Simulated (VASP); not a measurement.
# Ti (Fmmm) in VASP: further runs

Ti is run at these levels: PBEsol; tasks: single point.

Everything below comes from runs of VASP 6.6.1. Logs are shortened: lines on timing, memory, paths and dates and some standing lists are left out, and cuts for length are marked.

**1. The cell of the first run**

It takes space group Fmmm (No. 69, orthorhombic). The conventional cell has a = 3.370 Å, b = 4.040 Å, c = 5.039 Å, α = 90.00°, β = 90.00°, γ = 90.00°. Ti (site symmetry mmm) has 14 Ti at 2.63 to 3.37 Å within 3.5 Å.

**2. Single point, PBEsol (engineering shear strain xy -0.2200, normal strain along z +0.0500)**

INCAR

```
ALGO = Fast
EDIFF = 1E-6
ENCUT = 520
GGA = PS
ISIF = 2
ISMEAR = 0
LASPH = True
LCHARG = False
LREAL = False
LWAVE = False
NBANDS = 12
NELM = 60
PREC = Accurate
SIGMA = 0.15
```

KPOINTS

```
k-points
0
Gamma
  20 20 20
```

POSCAR

```
Ti
1.0
   -1.7814949655      1.7814949655      1.6851979404
    1.7814949655     -1.7814949655      1.6851979404
    1.4284058733      1.4284058733     -1.6851979404
Ti
1
Direct
    0.0000000000      0.0000000000      0.0000000000
```

Potentials or basis: VASP PAW PBE potentials, release 64 (Ti_sv).

Run with:

```
$ cat potpaw_PBE.64/Ti_sv/POTCAR > POTCAR
$ mpirun -np 1 vasp_std > vasp.out
```

OUTCAR:

```text
EDIFF = 1E-6
   ENCUT = 520
   GGA = PS
   ISIF = 2
   ISMEAR = 0
   LASPH = True
   LREAL = False
   NELM = 60
   PREC = Accurate

 ion  position               nearest neighbor table
   1  0.000  0.000  0.000-

  LATTYP: Found a face centered orthorhombic cell.
 ALAT       =     3.3703958808
 B/A-ratio  =     1.1987143529
 C/A-ratio  =     1.4950257659

  Lattice vectors:

 A1 = (  -0.3530890922,   3.2099008388,   0.0000000000)
 A2 = (  -1.7814949655,   1.7814949655,   1.6851979404)
 A3 = (   1.4284058733,   1.4284058733,   1.6851979404)

Analysis of symmetry for initial positions (statically):
=====================================================================
 Subroutine PRICEL returns:
 Original cell was already a primitive cell.

 Routine SETGRP: Setting up the symmetry group for a
 face centered orthorhombic supercell.

 Subroutine GETGRP returns: Found  8 space group operations
 (whereof  8 operations were pure point group operations)
 out of a pool of  8 trial point group operations.

The static configuration has the point symmetry D_2h.

Analysis of symmetry for dynamics (positions and initial velocities):
=====================================================================
 Subroutine PRICEL returns:
 Original cell was already a primitive cell.

 Routine SETGRP: Setting up the symmetry group for a
 face centered orthorhombic supercell.

 Subroutine GETGRP returns: Found  8 space group operations
 (whereof  8 operations were pure point group operations)
 out of a pool of  8 trial point group operations.

The dynamic configuration has the point symmetry D_2h.

 Subroutine INISYM returns: Found  8 space group operations
 (whereof  8 operations are pure point group operations),
 and found     1 'primitive' translations

----------------------------------------------------------------------------------------

                                     Primitive cell

  volume of cell :      17.1533

  direct lattice vectors                    reciprocal lattice vectors
    -1.781494966  1.781494966  1.685197940     0.034688705  0.315351861  0.296701051
     1.781494966 -1.781494966  1.685197940     0.315351861  0.034688705  0.296701051
     1.428405873  1.428405873 -1.685197940     0.350040566  0.350040566  0.000000000

  length of vectors
[... 86 lines left out ...]
   ISIF   =      2    stress and relaxation
   ISYM   =      2    0-nonsym 1-usesym 2-fastsym
   POTIM  = 0.5000    time-step for ionic-motion
   TEBEG  =    0.0;   TEEND  =   0.0 temperature during run
   PSTRESS=    0.0 pullay stress
   NELECT =      12.0000    total number of electrons
   NUPDOWN=      -1.0000    fix difference up-down
   EMIN   =  10.00;   EMAX   =-10.00  energy-range for DOS
   EFERMI =   0.00;   METHOD = LEGACY
   ISMEAR =     0;   SIGMA  =   0.15  broadening in eV -4-tet -1-fermi 0-gaus
   EFERMI_NEDOS =   21; number of points for ismear=-14 and -15
   IALGO  =     68    algorithm
   IMIX   =      4    mixing-type and parameters
     AMIX     =   0.40;   BMIX     =  1.00
     AMIX_MAG =   1.60;   BMIX_MAG =  1.00
  volume/ion in A,a.u.               =      17.15       115.76
  Fermi-wavevector in a.u.,A,eV,Ry     =   1.453292  2.746324 28.736287  2.112057
  Thomas-Fermi vector in A             =   2.570575
   LORBIT       =      0    0 simple, 1 ext, 2 COOP (PROOUT), +10 PAW based schemes
   GGA     = PS    functional components
   LHFCALC =     F    Hartree Fock is set to
   AEXX    =    0.0000 exact exchange contribution
   IVDW    =     0    specifies the selected vdW correction
   LEPSILON=     F    determine dielectric tensor
   LRPA    =     F    only Hartree local field effects (RPA)
 non-spin polarized calculation
 RMM-DIIS sequential band-by-band and
 Gauss-broadening in eV      SIGMA  =   0.15
  energy-cutoff  :      520.00
  volume of cell :       17.15
 maximum number of plane-waves:       480
   NGX = 11   NGY = 11   NGZ =  9

 number of electron      11.9999996 magnetization

 Free energy of the ion-electron system (eV)
  ---------------------------------------------------
  ext. energy  EPLUGINS =         0.00000000
  ---------------------------------------------------
  free energy    TOTEN  =        -8.17438331 eV

  energy without entropy =       -8.15134668  energy(sigma->0) =       -8.16286499

 E-fermi :   8.0441     XC(G=0): -11.6702

 val. band max:        8.0434878923   @ k =   0.1500   0.0000   0.0000
 cond. band min:       8.0452075579   @ k =  -0.2500   0.0000   0.0500
 fundamental gap:      0.0017196656
 Fermi energy:         8.0440514840

 k-point     1 :       0.0000    0.0000    0.0000
  band No.  band energies     occupation
      1     -48.2031      2.00000
      2     -24.2414      2.00000
      3     -24.0581      2.00000
      4     -23.9696      2.00000
      5       2.1477      2.00000
      6       7.8643      1.90995
      7       8.6741      0.00000
      8      10.0625      0.00000
      9      10.8264      0.00000
     10      11.7055      0.00000
     11      23.4759      0.00000
     12      25.4420      0.00000
[... 331 lines left out ...]
 k-point    24 :      -0.3500    0.0500   -0.0000
  band No.  band energies     occupation
      1     -48.0872      2.00000
      2     -24.6653      2.00000
      3     -24.3252      2.00000
      4     -24.0031      2.00000
      5       4.9142      2.00000
      6       7.8655      1.90774
      7       8.4162      0.00045
      8      10.7975      0.00000
      9      10.9625      0.00000
     10      11.4767      0.00000
     11      19.9475      0.00000
     12      21.5620      0.00000

 [... further k-points ...]

------------------------ aborting loop because EDIFF is reached ----------------------------------------

  FORCE on cell =-STRESS in cart. coord.  units (eV):
  Direction    XX          YY          ZZ          XY          YZ          ZX
  --------------------------------------------------------------------------------------
  -------------------------------------------------------------------------------------
  Total       -0.6241942     -0.6241942     -0.1854109      0.5362852     -0.0000000      0.0000000
  in kB      -58.3019598    -58.3019598    -17.3180357     50.0909478     -0.0000000      0.0000000
  external PRESSURE =     -44.6406518 kB  Pullay stress =       0.0000000 kB

 VOLUME and BASIS-vectors are now :
 -----------------------------------------------------------------------------
  energy-cutoff  :      520.00
  volume of cell :       17.15
      direct lattice vectors                 reciprocal lattice vectors
    -1.781494966  1.781494966  1.685197940     0.034688705  0.315351861  0.296701051
     1.781494966 -1.781494966  1.685197940     0.315351861  0.034688705  0.296701051
     1.428405873  1.428405873 -1.685197940     0.350040566  0.350040566  0.000000000

 POSITION                                       TOTAL-FORCE (eV/Angst)
 -----------------------------------------------------------------------------------
      0.00000      0.00000      0.00000         0.000000     -0.000000      0.000000
 -----------------------------------------------------------------------------------
    total drift:                               -0.000000      0.000000     -0.000000

  FREE ENERGIE OF THE ION-ELECTRON SYSTEM (eV)
  ---------------------------------------------------
  free  energy   TOTEN  =        -8.1743833117 eV

  energy  without entropy=       -8.1513466765  energy(sigma->0) =       -8.16286499
```

Run time: 1.7 min. Hardware: 1 thread of Intel Xeon 6975P-C (Granite Rapids), shared host; peak memory 0.33 GiB.

What came out:

```
Free energy            : -8.1744 eV
Pressure               : -4.5 GPa
Band gap on the k mesh : zero (band 6 reaches 9.07 eV, above the bottom of band 7 at 7.38 eV)
```

Stress tensor (GPa, compression positive):
```
-5.83  5.01  0.00
 5.01 -5.83  0.00
 0.00  0.00 -1.73
```

Caveat: the cell differs from its parent crystal (engineering shear strain xy -0.2200, normal strain along z +0.0500); the PAW data sets were made with another functional, which shifts forces and pressure a little.

**3. Single point, PBEsol (engineering shear strain xy -0.1467, normal strain along z +0.0500)**

INCAR

```
  PREC = Accurate
  ENCUT = 520
  EDIFF = 1E-6
  ISMEAR = 0
  SIGMA = 0.15
  LREAL = False
  LASPH = True
  NELM = 60
  ALGO = Fast
  ISIF = 2
  LWAVE = False
  LCHARG = False
  GGA = PS
  NBANDS = 12
```

KPOINTS

```
Automatic mesh
0
Gamma
  20 20 20
```

POSCAR

```
Ti
1.0
   -1.7226735327      1.7226735327      1.6851979404
    1.7226735327     -1.7226735327      1.6851979404
    1.4872273061      1.4872273061     -1.6851979404
Ti
1
Direct
    0.0000000000      0.0000000000      0.0000000000
```

Potentials or basis: VASP PAW PBE potentials, release 64 (Ti_sv).

Run with:

```
$ cat potpaw_PBE.64/Ti_sv/POTCAR > POTCAR
$ mpirun -np 1 vasp_std > vasp.out
```

OUTCAR:

```text
PREC = Accurate
   ENCUT = 520
   EDIFF = 1E-6
   ISMEAR = 0
   LREAL = False
   LASPH = True
   NELM = 60
   ISIF = 2
   GGA = PS

 ion  position               nearest neighbor table
   1  0.000  0.000  0.000-

  LATTYP: Found a face centered orthorhombic cell.
 ALAT       =     3.3703958808
 B/A-ratio  =     1.2480771405
 C/A-ratio  =     1.4456629783

  Lattice vectors:

 A1 = (  -0.2354462266,   3.2099008388,   0.0000000000)
 A2 = (  -1.7226735327,   1.7226735327,   1.6851979404)
 A3 = (   1.4872273061,   1.4872273061,   1.6851979404)

Analysis of symmetry for initial positions (statically):
=====================================================================
 Subroutine PRICEL returns:
 Original cell was already a primitive cell.

 Routine SETGRP: Setting up the symmetry group for a
 face centered orthorhombic supercell.

 Subroutine GETGRP returns: Found  8 space group operations
 (whereof  8 operations were pure point group operations)
 out of a pool of  8 trial point group operations.

The static configuration has the point symmetry D_2h.

Analysis of symmetry for dynamics (positions and initial velocities):
=====================================================================
 Subroutine PRICEL returns:
 Original cell was already a primitive cell.

 Routine SETGRP: Setting up the symmetry group for a
 face centered orthorhombic supercell.

 Subroutine GETGRP returns: Found  8 space group operations
 (whereof  8 operations were pure point group operations)
 out of a pool of  8 trial point group operations.

The dynamic configuration has the point symmetry D_2h.

 Subroutine INISYM returns: Found  8 space group operations
 (whereof  8 operations are pure point group operations),
 and found     1 'primitive' translations

----------------------------------------------------------------------------------------

                                     Primitive cell

  volume of cell :      17.2700

  direct lattice vectors                    reciprocal lattice vectors
    -1.722673533  1.722673533  1.685197940     0.022974783  0.313221304  0.296701051
     1.722673533 -1.722673533  1.685197940     0.313221304  0.022974783  0.296701051
     1.487227306  1.487227306 -1.685197940     0.336196086  0.336196086  0.000000000

  length of vectors
     2.962279578  2.962279578  2.695103378     0.432049696  0.432049696  0.475453065

  position of ions in fractional coordinates (direct lattice)
     0.000000000  0.000000000  0.000000000

  ion indices of the primitive-cell ions
   primitive index   ion index
                 1           1

----------------------------------------------------------------------------------------

 KPOINTS: Automatic mesh

Automatic generation of k-mesh.
 Grid dimensions read from file:
 generate k-points for:   20   20   20

 Generating k-lattice:

  Cartesian coordinates                     Fractional coordinates (reciprocal lattice)
     0.001148739  0.015661065  0.014835053     0.050000000  0.000000000  0.000000000
     0.015661065  0.001148739  0.014835053     0.000000000  0.050000000  0.000000000
     0.016809804  0.016809804  0.000000000     0.000000000  0.000000000  0.050000000

  Length of vectors
     0.021602485  0.021602485  0.023772653

  Shift w.r.t. Gamma in fractional coordinates (k-lattice)
     0.000000000  0.000000000  0.000000000

 Subroutine IBZKPT returns following result:
 ===========================================

 Found   1166 irreducible k-points:

 Following reciprocal coordinates:
            Coordinates               Weight
  0.000000  0.000000  0.000000      1.000000
  0.050000  0.000000  0.000000      8.000000
  0.100000  0.000000  0.000000      8.000000
  0.150000  0.000000  0.000000      8.000000
  0.200000  0.000000  0.000000      8.000000
  0.250000  0.000000  0.000000      8.000000
[... 16 lines left out ...]
 -0.400000  0.050000 -0.000000      8.000000
 -0.350000  0.050000 -0.000000      8.000000
 [... further k-points ...]
   k-points           NKPTS =   1166   k-points in BZ     NKDIM =   1166   number of bands    NBANDS=     12
   number of dos      NEDOS =    301   number of ions     NIONS =      1
   total plane-waves  NPLWV =  11520
   dimension x,y,z NGX =    24 NGY =   24 NGZ =   20
   dimension x,y,z NGXF=    48 NGYF=   48 NGZF=   40
   ions per type =               1
   NGX,Y,Z   is equivalent  to a cutoff of  13.47, 13.47, 12.34 a.u.
   NGXF,Y,Z  is equivalent  to a cutoff of  26.94, 26.94, 24.67 a.u.
 SYSTEM =  unknown system
   PREC   = accura    normal or accurate (medium, high low for compatibility)
   ISTART =      0    job   : 0-new  1-cont  2-samecut
   ICHARG =      2    charge: 1-file 2-atom 10-const
   ISPIN  =      1    spin polarized calculation?
   LNONCOLLINEAR =      F non collinear calculations
   LSORBIT =      F    spin-orbit coupling
   LASPH  =      T    aspherical Exc in radial PAW
   ENCUT  =  520.0 eV  38.22 Ry    6.18 a.u.   5.51  5.51  5.01*2*pi/ulx,y,z
   NELM   =     60;   NELMIN=  2; NELMDL= -5     # of ELM steps
   EDIFF  = 0.1E-05   stopping-criterion for ELM
   LREAL  =      F    real-space projection
   EDIFFG = 0.1E-04   stopping-criterion for IOM
   NSW    =      0    number of steps for IOM
   IBRION =     -1    ionic relax: 0-MD 1-quasi-New 2-CG
   NFREE  =      0    steps in history (QN), initial steepest desc. (CG)
   ISIF   =      2    stress and relaxation
   ISYM   =      2    0-nonsym 1-usesym 2-fastsym
   POTIM  = 0.5000    time-step for ionic-motion
   TEBEG  =    0.0;   TEEND  =   0.0 temperature during run
   PSTRESS=    0.0 pullay stress
   NELECT =      12.0000    total number of electrons
   NUPDOWN=      -1.0000    fix difference up-down
   EMIN   =  10.00;   EMAX   =-10.00  energy-range for DOS
   EFERMI =   0.00;   METHOD = LEGACY
   ISMEAR =     0;   SIGMA  =   0.15  broadening in eV -4-tet -1-fermi 0-gaus
   EFERMI_NEDOS =   21; number of points for ismear=-14 and -15
   IALGO  =     68    algorithm
   IMIX   =      4    mixing-type and parameters
     AMIX     =   0.40;   BMIX     =  1.00
     AMIX_MAG =   1.60;   BMIX_MAG =  1.00
  volume/ion in A,a.u.               =      17.27       116.54
  Fermi-wavevector in a.u.,A,eV,Ry     =   1.450012  2.740125 28.606710  2.102534
  Thomas-Fermi vector in A             =   2.567673
   LORBIT       =      0    0 simple, 1 ext, 2 COOP (PROOUT), +10 PAW based schemes
   GGA     = PS    functional components
   LHFCALC =     F    Hartree Fock is set to
   AEXX    =    0.0000 exact exchange contribution
   IVDW    =     0    specifies the selected vdW correction
   LEPSILON=     F    determine dielectric tensor
   LRPA    =     F    only Hartree local field effects (RPA)
 non-spin polarized calculation
 RMM-DIIS sequential band-by-band and
 Gauss-broadening in eV      SIGMA  =   0.15
  energy-cutoff  :      520.00
  volume of cell :       17.27
 maximum number of plane-waves:       484
 NGX is ok and might be reduce to    24
   NGX = 11   NGY = 11   NGZ = 11

 number of electron      11.9999997 magnetization

 Free energy of the ion-electron system (eV)
  ---------------------------------------------------
  ext. energy  EPLUGINS =         0.00000000
  ---------------------------------------------------
  free energy    TOTEN  =        -8.20522704 eV

  energy without entropy =       -8.17966046  energy(sigma->0) =       -8.19244375

 E-fermi :   7.9955     XC(G=0): -11.6503

 val. band max:        7.9951317770   @ k =  -0.2000   0.1000   0.0000
 cond. band min:       7.9969807910   @ k =   0.5000   0.0000   0.2000
 fundamental gap:      0.0018490139
 Fermi energy:         7.9955034543

 k-point     1 :       0.0000    0.0000    0.0000
  band No.  band energies     occupation
      1     -48.2838      2.00000
      2     -24.2955      2.00000
      3     -24.1946      2.00000
      4     -24.1280      2.00000
      5       2.0690      2.00000
      6       8.1526      0.13850
      7       8.9078      0.00000
      8       9.6284      0.00000
      9      10.6460      0.00000
     10      11.2881      0.00000
     11      24.2233      0.00000
     12      25.1090      0.00000
[... 331 lines left out ...]
 k-point    24 :      -0.3500    0.0500   -0.0000
  band No.  band energies     occupation
      1     -48.1798      2.00000
      2     -24.7333      2.00000
      3     -24.4010      2.00000
      4     -24.1671      2.00000
      5       4.8387      2.00000
      6       7.9220      1.51172
      7       8.2912      0.00531
      8      10.5733      0.00000
      9      10.9691      0.00000
     10      11.3143      0.00000
     11      19.7303      0.00000
     12      22.0217      0.00000

 [... further k-points ...]

------------------------ aborting loop because EDIFF is reached ----------------------------------------

  FORCE on cell =-STRESS in cart. coord.  units (eV):
  Direction    XX          YY          ZZ          XY          YZ          ZX
  --------------------------------------------------------------------------------------
  -------------------------------------------------------------------------------------
  Total       -0.6189894     -0.6189894     -0.3321269      0.4157854     -0.0000000     -0.0000000
  in kB      -57.4252042    -57.4252042    -30.8122509     38.5734622     -0.0000000     -0.0000000
  external PRESSURE =     -48.5542198 kB  Pullay stress =       0.0000000 kB

 VOLUME and BASIS-vectors are now :
 -----------------------------------------------------------------------------
  energy-cutoff  :      520.00
  volume of cell :       17.27
      direct lattice vectors                 reciprocal lattice vectors
    -1.722673533  1.722673533  1.685197940     0.022974783  0.313221304  0.296701051
     1.722673533 -1.722673533  1.685197940     0.313221304  0.022974783  0.296701051
     1.487227306  1.487227306 -1.685197940     0.336196086  0.336196086  0.000000000

 POSITION                                       TOTAL-FORCE (eV/Angst)
 -----------------------------------------------------------------------------------
      0.00000      0.00000      0.00000        -0.000000      0.000000      0.000000
 -----------------------------------------------------------------------------------
    total drift:                                0.000000      0.000000     -0.000000

  FREE ENERGIE OF THE ION-ELECTRON SYSTEM (eV)
  ---------------------------------------------------
  free  energy   TOTEN  =        -8.2052270442 eV

  energy  without entropy=       -8.1796604637  energy(sigma->0) =       -8.19244375
```

It took 1.8 min on 1 thread of Intel Xeon 6975P-C (Granite Rapids), shared host; peak memory 0.34 GiB.

What came out:

```
Free energy            : -8.2052 eV
Pressure               : -4.9 GPa
Band gap on the k mesh : zero (band 6 reaches 8.88 eV, above the bottom of band 7 at 7.40 eV)
```

Stress tensor (GPa, compression positive):
```
-5.74  3.86  0.00
 3.86 -5.74  0.00
 0.00  0.00 -3.08
```

Caveat: the cell differs from its parent crystal (engineering shear strain xy -0.1467, normal strain along z +0.0500); the PAW data sets were made with another functional, which shifts forces and pressure a little.

(Part 1 of 3 ends here.)
